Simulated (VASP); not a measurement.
## Cu: single point with PBE+D3(BJ)

Cu:

```
Cu
1.0
   -11.56895    0.00000    0.00000
     0.00000   -2.29226    0.00000
    -4.59510    0.00000   21.74334
Cu
1
Direct
  0.50000 0.50000 0.50000
```

```yaml
Program: VASP 6.6.1
Task: single point
Functional: PBE
Dispersion: D3(BJ)
Potentials_or_basis: VASP PAW PBE potentials, release 64 (Cu)
Cutoff: 520 eV
k_mesh: 6 × 25 × 3
Occupations: gaussian, width 0.15 eV
Spin: no spin polarisation
Dipole_correction: no
Further_INCAR_settings: ALGO = Fast; EDIFF = 1e-07; NBANDS = 12
```

| Quantity | Value |
| --- | --- |
| Pressure | 0.0 GPa |
| Band gap on the k mesh | zero (an odd number of electrons rules out a gap without spin polarisation) |
| Dispersion energy per atom | -0.041 eV |

Levels at points of the mesh, in eV from the Fermi level:
| k point | band 3 | band 4 | band 5 | band 6 | band 7 | band 8 | band 9 | band 10 |
| --- | --- | --- | --- | --- | --- | --- | --- | --- |
| (0.00, 0.00, 0.00) | -0.90 | -0.90 | -0.11 | -0.11 | 2.88 | 2.89 | 4.91 | 5.35 |
| (0.50, 0.00, 0.00) | -0.90 | -0.90 | -0.11 | -0.11 | 2.88 | 2.88 | 5.22 | 5.40 |

It took 28 min on 1 thread of AMD EPYC 7R43 64-Core Processor (Zen 3) (shared host), peak memory 1.2 GiB.
